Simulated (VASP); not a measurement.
Crystal: PIr (rocksalt type).

```
Ir P
1.0
     0.00000    2.36902    2.36902
     2.36902    0.00000    2.36902
     2.36902    2.36902    0.00000
Ir P
1 1
Direct
  0.00000 0.00000 0.00000
  0.50000 0.50000 0.50000
```

```yaml
Program: VASP 6.6.1
Task: relaxation of cell and atoms
Functional: LDA
Potentials_or_basis: VASP PAW LDA potentials, release 64 (Ir, P)
Cutoff: 500 eV
k_mesh: 14 × 14 × 14
Occupations: fermi-dirac, width 0.08 eV
Spin: no spin polarisation
```

At the start: pressure 22.3 GPa; volume 13.30 Å³/atom.

Q: How do energy, volume and symmetry change on relaxing?

A: Over 17 steps the energy falls by 69.4 meV/atom and the volume is 14.37 Å³/atom (+8.1 %); space group Fm-3m (No. 225, to 0.05 Å).

The path:
```csv
step,energy change (eV),largest force (eV/Å),pressure (GPa),volume (Å³)
1,0.0000,0.0000,22.34,26.59
2,0.4444,0.0000,-27.71,34.38
3,-0.1382,0.0000,-1.20,28.88
4,-0.1388,0.0000,-0.14,28.75
5,-0.1388,0.0000,0.23,28.71
6,-0.1388,0.0000,0.22,28.71
7,-0.1388,0.0000,0.20,28.71
8,-0.1388,0.0000,0.20,28.71
9,-0.1388,0.0000,0.20,28.71
10,-0.1388,0.0000,0.20,28.71
11,-0.1388,0.0000,0.20,28.71
12,-0.1388,0.0000,0.19,28.71
13,-0.1388,0.0000,0.19,28.71
14,-0.1388,0.0000,0.17,28.71
15,-0.1388,0.0000,0.15,28.72
16,-0.1388,0.0000,0.10,28.72
17,-0.1388,0.0000,0.00,28.74
```

Final structure:
```yaml
crystal:
  lattice:
    - [0.00000, 2.43106, 2.43106]
    - [2.43106, 0.00000, 2.43106]
    - [2.43106, 2.43106, 0.00000]
  atoms:
    - { symbol: Ir, position: [0.00000, 0.00000, 0.00000] }
    - { symbol: P, position: [0.50000, 0.50000, 0.50000] }
```
